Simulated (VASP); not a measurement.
Input of a VASP 6.6.1 run:

File INCAR:

```
SYSTEM = Ta
PREC = Accurate ; ENCUT = 520
EDIFF = 1E-7 ; ISMEAR = 0
SIGMA = 0.1 ; LREAL = .False.
LASPH = .True. ; NELM = 60
ALGO = Normal ; ISIF = 2
LWAVE = .False. ; LCHARG = .False.
GGA = PS ; NBANDS = 18
```

KPOINTS

```
regular mesh
0
Gamma
  11 11 6
  0 0 0
```

The input POSCAR:

```
Ta
1.0
    2.8411641213      0.0000000000      0.0000000000
   -1.4205820607      2.4605204695      0.0000000000
    0.0000000000      0.0000000000      5.0608102442
Ta
2
Direct
    0.6666666667      0.3333333333      0.7500000000
    0.3333333333      0.6666666667      0.2500000000
```

Potentials or basis: VASP PAW PBE potentials, release 64 (Ta_pv).

The run is started by

```sh
$ cat potpaw_PBE.64/Ta_pv/POTCAR > POTCAR
$ mpirun -np 1 vasp_std > vasp.out
```

Problem. Estimate the band gap on the k mesh.

Solution. Zero (band 11 reaches 7.52 eV, above the bottom of band 12 at 5.09 eV).

Problem. Predict the pressure.

Solution. 5.3 GPa.

Stress tensor (GPa, compression positive):
```
5.56 0.00 0.00
0.00 5.56 0.00
0.00 0.00 4.85
```

Caveat: the PAW data sets were made with another functional, which shifts forces and pressure a little; spin-orbit coupling is left out, which moves the levels of the heavy elements.
